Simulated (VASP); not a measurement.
# CuO (Fm-3m) in VASP: single point with PBE

Aim: the single point of CuO with PBE.

Everything below comes from runs of VASP 6.6.1. Logs are shortened: lines on timing, memory, paths and dates and some standing lists are left out, and cuts for length are marked.

## 1. The cell of the first run

The structure is cubic, space group Fm-3m (No. 225). The conventional cell has a = 4.345 Å, b = 4.345 Å, c = 4.345 Å, α = 90.00°, β = 90.00°, γ = 90.00°. Cu (site symmetry m-3m) has 6 O at 2.17 Å within 2.9 Å. Within 2.9 Å of O (site symmetry m-3m) lie 6 Cu at 2.17 Å.

## 2. Single point, PBE, collinear spin

POSCAR

```
CuO
1.0
    4.3449144100      2.1724572100      2.1724572100
    2.1724572100      4.3449144100      2.1724572100
    2.1724572100      2.1724572100      4.3449144100
Cu O
2 2
Direct
    0.0000000000      0.0000000000      0.0000000000
    0.5000000000      0.5000000000      0.5000000000
    0.2500000000      0.2500000000      0.2500000000
    0.7500000000      0.7500000000      0.7500000000
```

INCAR.step1

```
SYSTEM = CuO
ALGO = Normal
EDIFF = 1E-6
ENCUT = 520
GGA = PE
GGA_COMPAT = .False.
ISIF = 2
ISMEAR = 0
ISPIN = 2
LASPH = .True.
LCHARG = .True.
LMAXMIX = 4
LORBIT = 11
LREAL = .False.
LWAVE = .False.
MAGMOM = 1 1 0 0
NBANDS = 29
NEDOS = 2001
NELM = 200
PREC = Accurate
SIGMA = 0.014
```

KPOINTS.step1

```
k-points
0
Gamma
  7 7 7
  0 0 0
```

INCAR.step2

```
SYSTEM = CuO
ALGO = Normal
EDIFF = 1E-6
ENCUT = 520
GGA = PE
GGA_COMPAT = .False.
ICHARG = 11
ISIF = 2
ISMEAR = -5
ISPIN = 2
LASPH = .True.
LCHARG = .False.
LMAXMIX = 4
LORBIT = 11
LREAL = .False.
LWAVE = .False.
MAGMOM = 1 1 0 0
NEDOS = 1001
NELM = 200
PREC = Accurate
SIGMA = 0.014
```

KPOINTS.step2

```
k-points
0
Gamma
  11 11 11
  0 0 0
```

Potentials or basis: VASP PAW PBE potentials, release 64 (Cu, O).

The run is started by

```bash
$ cat potpaw_PBE.64/Cu/POTCAR potpaw_PBE.64/O/POTCAR > POTCAR
$ cp INCAR.step1 INCAR
$ cp KPOINTS.step1 KPOINTS
$ mpirun -np 1 vasp_std > vasp.out
$ cp INCAR.step2 INCAR
$ cp KPOINTS.step2 KPOINTS
$ mpirun -np 1 vasp_std > vasp.out
```

OUTCAR:

```text
SYSTEM = CuO
   EDIFF = 1E-6
   ENCUT = 520
   GGA = PE
   ICHARG = 11
   ISIF = 2
   ISMEAR = -5
   ISPIN = 2
   LASPH = .True.
   LORBIT = 11
   LREAL = .False.
   NELM = 200
   PREC = Accurate

 ion  position               nearest neighbor table
   1  0.000  0.000  0.000-   4 2.17   4 2.17   3 2.17   3 2.17   4 2.17   3 2.17
   2  0.500  0.500  0.500-   3 2.17   3 2.17   4 2.17   4 2.17   3 2.17   4 2.17
   3  0.250  0.250  0.250-   1 2.17   1 2.17   2 2.17   2 2.17   1 2.17   2 2.17
   4  0.750  0.750  0.750-   2 2.17   2 2.17   1 2.17   1 2.17   2 2.17   1 2.17

  LATTYP: Found a trigonal (rhomboedric) cell.
 ALAT       =     5.3214116444
 COS(alpha) =     0.8333333344

  Lattice vectors:

 A1 = (   4.3449144100,   2.1724572100,   2.1724572100)
 A2 = (   2.1724572100,   4.3449144100,   2.1724572100)
 A3 = (   2.1724572100,   2.1724572100,   4.3449144100)

Analysis of symmetry for initial positions (statically):
=====================================================================
 Subroutine PRICEL returns following result:

  LATTYP: Found a face centered cubic cell.
 ALAT       =     4.3449144000

  Lattice vectors:

 A1 = (   0.0000000000,  -2.1724572000,   2.1724572000)
 A2 = (  -2.1724572000,   0.0000000000,   2.1724572000)
 A3 = (  -2.1724572050,  -2.1724572050,  -0.0000000050)

   2 primitive cells build up your supercell.

 Routine SETGRP: Setting up the symmetry group for a
 trigonal (rhombohedral) supercell.

 Subroutine GETGRP returns: Found 12 space group operations
 (whereof 12 operations were pure point group operations)
 out of a pool of 12 trial point group operations.

The static configuration has the point symmetry D_3d.

Analysis of symmetry for dynamics (positions and initial velocities):
=====================================================================
 Subroutine PRICEL returns following result:

  LATTYP: Found a face centered cubic cell.
 ALAT       =     4.3449144000

  Lattice vectors:

 A1 = (   0.0000000000,  -2.1724572000,   2.1724572000)
 A2 = (  -2.1724572000,   0.0000000000,   2.1724572000)
 A3 = (  -2.1724572050,  -2.1724572050,  -0.0000000050)

   2 primitive cells build up your supercell.

 Routine SETGRP: Setting up the symmetry group for a
 trigonal (rhombohedral) supercell.

 Subroutine GETGRP returns: Found 12 space group operations
 (whereof 12 operations were pure point group operations)
 out of a pool of 12 trial point group operations.

The dynamic configuration has the point symmetry D_3d.

Analysis of structural, dynamic, and magnetic symmetry:
=====================================================================
 Subroutine PRICEL returns following result:

  LATTYP: Found a face centered cubic cell.
 ALAT       =     4.3449144000

  Lattice vectors:

 A1 = (   0.0000000000,  -2.1724572000,   2.1724572000)
 A2 = (  -2.1724572000,   0.0000000000,   2.1724572000)
 A3 = (  -2.1724572050,  -2.1724572050,  -0.0000000050)

   2 primitive cells build up your supercell.

 Routine SETGRP: Setting up the symmetry group for a
 trigonal (rhombohedral) supercell.

 Subroutine GETGRP returns: Found 12 space group operations
 (whereof 12 operations were pure point group operations)
 out of a pool of 12 trial point group operations.

The overall configuration has the point symmetry D_3d.

 Subroutine INISYM returns: Found 12 space group operations
 (whereof 12 operations are pure point group operations),
 and found     2 'primitive' translations

----------------------------------------------------------------------------------------

                                     Primitive cell

  volume of cell :      20.5061

  direct lattice vectors                    reciprocal lattice vectors
     0.000000000 -2.172457200  2.172457200     0.230154131 -0.230154132  0.230154131
    -2.172457200  0.000000000  2.172457200    -0.230154132  0.230154131  0.230154131
    -2.172457205 -2.172457205 -0.000000005    -0.230154131 -0.230154131 -0.230154131

  length of vectors
     3.072318436  3.072318436  3.072318443     0.398638649  0.398638649  0.398638648

  position of ions in fractional coordinates (direct lattice)
     0.000000000  0.000000000  0.000000000
     0.500000000  0.500000000  0.500000000

  ion indices of the primitive-cell ions
   primitive index   ion index
                 1           1
                 2           3

----------------------------------------------------------------------------------------

 KPOINTS: k-points

Automatic generation of k-mesh.
 Grid dimensions read from file:
 generate k-points for:   11   11   11

 Generating k-lattice:

  Cartesian coordinates                     Fractional coordinates (reciprocal lattice)
     0.031384654 -0.010461551 -0.010461551     0.090909091  0.000000000  0.000000000
    -0.010461551  0.031384654 -0.010461551     0.000000000  0.090909091  0.000000000
    -0.010461551 -0.010461551  0.031384654     0.000000000  0.000000000  0.090909091

  Length of vectors
     0.034697041  0.034697041  0.034697041

  Shift w.r.t. Gamma in fractional coordinates (k-lattice)
     0.000000000  0.000000000  0.000000000

 TETIRR: Found    671 inequivalent tetrahedra from     7986

 Subroutine IBZKPT returns following result:
 ===========================================

 Found    146 irreducible k-points:

 Following reciprocal coordinates:
            Coordinates               Weight
  0.000000  0.000000  0.000000      1.000000
  0.090909 -0.000000 -0.000000      6.000000
  0.181818  0.000000  0.000000      6.000000
  0.272727  0.000000  0.000000      6.000000
  0.363636  0.000000  0.000000      6.000000
  0.454545  0.000000  0.000000      6.000000
[... 16 lines left out ...]
 -0.272727  0.181818  0.000000     12.000000
 -0.181818  0.181818  0.000000      6.000000
 [... further k-points ...]
   k-points           NKPTS =    146   k-points in BZ     NKDIM =    146   number of bands    NBANDS=     22
   number of dos      NEDOS =   1001   number of ions     NIONS =      4
   total plane-waves  NPLWV =  64000
   dimension x,y,z NGX =    40 NGY =   40 NGZ =   40
   dimension x,y,z NGXF=    80 NGYF=   80 NGZF=   80
   ions per type =               2   2
   NGX,Y,Z   is equivalent  to a cutoff of  12.50, 12.50, 12.50 a.u.
   NGXF,Y,Z  is equivalent  to a cutoff of  24.99, 24.99, 24.99 a.u.
 SYSTEM =  CuO
   PREC   = accura    normal or accurate (medium, high low for compatibility)
   ISTART =      0    job   : 0-new  1-cont  2-samecut
   ICHARG =     11    charge: 1-file 2-atom 10-const
   ISPIN  =      2    spin polarized calculation?
   LNONCOLLINEAR =      F non collinear calculations
   LSORBIT =      F    spin-orbit coupling
   LASPH  =      T    aspherical Exc in radial PAW
   ENCUT  =  520.0 eV  38.22 Ry    6.18 a.u.   9.89  9.89  9.89*2*pi/ulx,y,z
   NELM   =    200;   NELMIN=  2; NELMDL=  0     # of ELM steps
   EDIFF  = 0.1E-05   stopping-criterion for ELM
   LREAL  =      F    real-space projection
[... 7 lines left out ...]
   TEBEG  =    0.0;   TEEND  =   0.0 temperature during run
   PSTRESS=    0.0 pullay stress
   NELECT =      34.0000    total number of electrons
   NUPDOWN=      -1.0000    fix difference up-down
   EMIN   =  10.00;   EMAX   =-10.00  energy-range for DOS
   EFERMI =   0.00;   METHOD = LEGACY
   ISMEAR =    -5;   SIGMA  =   0.01  broadening in eV -4-tet -1-fermi 0-gaus
   EFERMI_NEDOS =   21; number of points for ismear=-14 and -15
   IALGO  =     38    algorithm
   IMIX   =      4    mixing-type and parameters
     AMIX     =   0.40;   BMIX     =  1.00
     AMIX_MAG =   1.60;   BMIX_MAG =  1.00
  volume/ion in A,a.u.               =      10.25        69.19
  Fermi-wavevector in a.u.,A,eV,Ry     =   1.537906  2.906222 32.179903  2.365156
  Thomas-Fermi vector in A             =   2.644349
   LORBIT       =     11    0 simple, 1 ext, 2 COOP (PROOUT), +10 PAW based schemes
   GGA     = PE    functional components
   LHFCALC =     F    Hartree Fock is set to
   AEXX    =    0.0000 exact exchange contribution
   IVDW    =     0    specifies the selected vdW correction
   LEPSILON=     F    determine dielectric tensor
   LRPA    =     F    only Hartree local field effects (RPA)
 spin polarized calculation
 Fermi weights with tetrahedron method with Bloechl corrections
  energy-cutoff  :      520.00
  volume of cell :       41.01
 maximum number of plane-waves:      1117

 number of electron      34.0000003 magnetization       0.8634843

 Free energy of the ion-electron system (eV)
  ---------------------------------------------------
  ext. energy  EPLUGINS =         0.00000000
  ---------------------------------------------------
  free energy    TOTEN  =       -18.95648436 eV

  energy without entropy =      -18.95648436  energy(sigma->0) =      -18.95648436

 E-fermi :   5.1500     XC(G=0): -11.9741

 val. band max:        5.2101627533   @ k =  -0.4545   0.2727   0.0909
 cond. band min:       5.0745048223   @ k =   0.4545   0.0000   0.0000
 fundamental gap:     -0.1356579311
 Fermi energy:         5.1500075059

 spin component 1

 k-point     1 :       0.0000    0.0000    0.0000
  band No.  band energies     occupation
      1     -13.8084      1.00000
      2     -12.7417      1.00000
      3      -1.6612      1.00000
      4       0.5937      1.00000
      5       0.5937      1.00000
      6       2.8498      1.00000
[... 574 lines left out ...]
      6       0.6793      1.00000
[... 14 lines left out ...]
     21      14.2705      0.00000
     22      15.7065      0.00000

 [... further k-points ...]

 spin component 2

 k-point     1 :       0.0000    0.0000    0.0000
  band No.  band energies     occupation
      1     -13.5720      1.00000
      2     -12.4742      1.00000
      3      -1.5287      1.00000
      4       0.9041      1.00000
      5       0.9041      1.00000
      6       3.0099      1.00000
[... 574 lines left out ...]
      6       0.9666      1.00000
[... 14 lines left out ...]
     21      14.3701      0.00000
     22      15.8072      0.00000

 [... further k-points ...]
[... 5 lines left out ...]
  --------------------------------------------------------------------------------------
  -------------------------------------------------------------------------------------
  Total       -2.2881387     -2.2881387     -2.2881387     -0.0228193     -0.0228193     -0.0228193
  in kB      -89.3880070    -89.3880070    -89.3880070     -0.8914559     -0.8914559     -0.8914559
  external PRESSURE =     -89.3880070 kB  Pullay stress =       0.0000000 kB

 VOLUME and BASIS-vectors are now :
 -----------------------------------------------------------------------------
  energy-cutoff  :      520.00
  volume of cell :       41.01
      direct lattice vectors                 reciprocal lattice vectors
     4.344914410  2.172457210  2.172457210     0.345231197 -0.115077066 -0.115077066
     2.172457210  4.344914410  2.172457210    -0.115077066  0.345231197 -0.115077066
     2.172457210  2.172457210  4.344914410    -0.115077066 -0.115077066  0.345231197

 POSITION                                       TOTAL-FORCE (eV/Angst)
 -----------------------------------------------------------------------------------
      0.00000      0.00000      0.00000        -0.000000      0.000000      0.000000
      4.34491      4.34491      4.34491        -0.000000      0.000000     -0.000000
      2.17246      2.17246      2.17246         0.000000      0.000000     -0.000000
      6.51737      6.51737      6.51737        -0.000000     -0.000000     -0.000000
 -----------------------------------------------------------------------------------
    total drift:                                0.000000     -0.000000     -0.000000

  FREE ENERGIE OF THE ION-ELECTRON SYSTEM (eV)
  ---------------------------------------------------
  free  energy   TOTEN  =       -18.9564843577 eV

  energy  without entropy=      -18.9564843577  energy(sigma->0) =      -18.95648436

 total charge

# of ion       s       p       d       tot
------------------------------------------
    1        0.290   0.278   9.135   9.703
    2        0.290   0.278   9.135   9.703
    3        1.578   3.309   0.000   4.888
    4        1.578   3.309   0.000   4.888
--------------------------------------------------
tot          3.737   7.174  18.271  29.182

 magnetization (x)

# of ion       s       p       d       tot
------------------------------------------
    1       -0.004   0.001   0.215   0.212
    2       -0.004   0.001   0.215   0.212
    3        0.003   0.119   0.000   0.122
    4        0.003   0.119   0.000   0.122
--------------------------------------------------
tot         -0.001   0.240   0.430   0.669
```

Run time: 12 min. Hardware: 1 thread of Oxide Virtual Turin-like, shared host; peak memory 0.37 GiB.

Results:

```yaml
Net_moment: 0.86 μB per cell
Site_moments: Cu +0.21; O +0.12 μB
Valence_electrons_inside_the_program's_atomic_spheres: Cu 9.70; O 4.89
```

Caveat: a moment this small can come from the mesh or the smearing; semilocal functionals often make such compounds metallic where correlation or magnetic order opens a gap, which also shifts bond lengths.
